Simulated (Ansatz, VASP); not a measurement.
**RbBi in VASP and in Ansatz**

```
CELL_PARAMETERS angstrom
4.68527 0.00000 0.00000
0.00000 4.68527 0.00000
0.00000 0.00000 3.85888
ATOMIC_POSITIONS crystal
Rb 0.50000 0.50000 0.53887
Bi 0.00000 0.00000 0.00000
```

Change from the starting cell: all Rb atoms moved +0.150 Å, as atom 1 along Cartesian [0 0 1].

Alike in both runs: task single point; functional LDA; k mesh 10 × 10 × 12; occupations gaussian, width 0.15 eV; no spin polarisation.

```csv
,VASP,Ansatz
version,VASP 6.6.1,Ansatz 0.2.0
potentials or method,"VASP PAW LDA potentials, release 64 (Rb_sv, Bi_d), cutoff 520 eV","scalar-relativistic, plane waves, PAW"
valence electrons in the cell,24,24
```

|  | VASP | Ansatz | Ansatz less VASP |
| --- | --- | --- | --- |
| gap on the k mesh at the Fermi level (eV) | none | none | - |
| pressure (GPa) | -2.4 | -2.4 | +0.01 |
| traceless stress, the component that is largest in VASP (GPa) | -1.05 | -1.04 | +0.005 |
| rms of the force components (eV/Å) | 0.080 | 0.079 | -0.0005 |

LDA's correlation is that of Perdew and Zunger in VASP and of Perdew and Wang (1992) in Ansatz. Atom by atom the forces differ by 0.001 eV/Å (rms over components). A gap of «none» marks a metal or a gap that the smearing closes.

Spin-orbit coupling is off throughout.
